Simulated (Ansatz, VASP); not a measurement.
**One calculation of CaMg2O3, two programs**

```
CELL_PARAMETERS angstrom
3.14880 0.00000 0.00000
-1.57440 2.72694 0.00000
0.00000 0.00000 7.73261
ATOMIC_POSITIONS crystal
Ca 0.00000 0.00000 0.00000
Mg 0.33333 0.66667 0.34362
Mg 0.66667 0.33333 0.65638
O 0.33333 0.66667 0.81167
O 0.66667 0.33333 0.18833
O 0.00000 0.00000 0.50000
```

Change from the starting cell: species swapped into the Li3LaBi2 type (P-3m1, No. 164).

Alike in both runs: functional PBE; k mesh 6 × 6 × 4; occupations gaussian, width 0.1 eV; collinear spin.

Ansatz relaxed the structure, and its values are those at the end. VASP's run is a single point on that final structure, the one shown.

|  | VASP | Ansatz |
| --- | --- | --- |
| version | VASP 6.6.1 | Ansatz 0.2.0 |
| potentials or method | VASP PAW PBE potentials, release 64 (Ca_sv, Mg, O), cutoff 520 eV | scalar-relativistic, plane waves, PAW |
| valence electrons in the cell | 32 | 48 |

```csv
,VASP,Ansatz,Ansatz less VASP
gap on the k mesh at the Fermi level (eV),4.11,4.13,+0.022
least direct gap on the mesh (eV),4.11,4.13,+0.022
pressure (GPa),-0.1,0.0,+0.10
rms of the force components (eV/Å),0.027,0.000,-0.0267
net moment per atom (μB),0.00,0.00,0.000
```

VASP's potentials hold 32 valence electrons a cell and Ansatz's 48, so a difference there can come from the potentials and not from the codes. Ansatz's warnings: seeded moment not kept.
